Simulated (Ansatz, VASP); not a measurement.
## One calculation of GaMo, two programs

```
Ga Mo
1.0
     0.00000    2.62421    2.62421
     2.62421    0.00000    2.62421
     2.62421    2.62421    0.00000
Ga Mo
1 1
Direct
  0.00000 0.00000 0.00000
  0.25000 0.25000 0.25000
```

Change from the starting cell: species swapped into the HgS type (F-43m, No. 216).

Alike in both runs: task relaxation of cell and atoms; functional PBE; k mesh 6 × 6 × 6; occupations gaussian, width 0.2 eV; no spin polarisation.

|  | VASP | Ansatz |
| --- | --- | --- |
| version | VASP 6.6.1 | Ansatz 0.2.0 |
| potentials or method | VASP PAW PBE potentials, release 64 (Ga_d, Mo_sv), cutoff 600 eV | scalar-relativistic, plane waves, PAW |
| valence electrons in the cell | 27 | 27 |

VASP gave:

* gap on the k mesh at the Fermi level, each at its own relaxed structure (eV): none
* relaxed volume (Å³/atom): 23.32
* relaxed cell length with the largest relative difference (Å): 4.040

**Question.** Which values does Ansatz return?

**Answer.** gap on the k mesh at the Fermi level, each at its own relaxed structure (eV): none; relaxed volume (Å³/atom): 23.19; relaxed cell length with the largest relative difference (Å): 4.033.

A gap of «none» marks a metal or a gap that the smearing closes.

Noted on VASP's run: the volume moved by over 15 % at a fixed basis, so the end points are rough.
